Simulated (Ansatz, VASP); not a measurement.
**Hg in VASP and in Ansatz**

```xyz
1
Lattice="2.9713 0.0000 0.0000 0.0000 2.9713 0.0000 0.0000 0.0000 2.9713" Properties=species:S:1:pos:R:3 pbc="T T T"
Hg    0.0000    0.0000    0.0000
```

Change from the starting cell: volume scaled by 0.88, PAW files.

Alike in both runs: task single point; functional PBE; k mesh 12 × 12 × 12; occupations fermi-dirac, width 0.08 eV; no spin polarisation.

|  | VASP | Ansatz |
| --- | --- | --- |
| version | VASP 6.6.1 | Ansatz 0.2.0 |
| potentials or method | VASP PAW PBE potentials, release 64 (Hg) | PAW with Ansatz's default frozen-core files, scalar-relativistic |
| plane-wave cutoff (eV) | 500 | 420 |
| valence electrons in the cell | 12 | 20 |

Ansatz gave:

| Property | Result |
| --- | --- |
| pressure (GPa) | 3.3 |

Which values does VASP return?

Pressure (GPa): 3.7.

With one functional, cell and mesh, what is left measures potentials, basis and numerics. VASP's potentials hold 12 valence electrons a cell and Ansatz's 20, so a difference there can come from the potentials and not from the codes.

Spin-orbit coupling is off throughout.
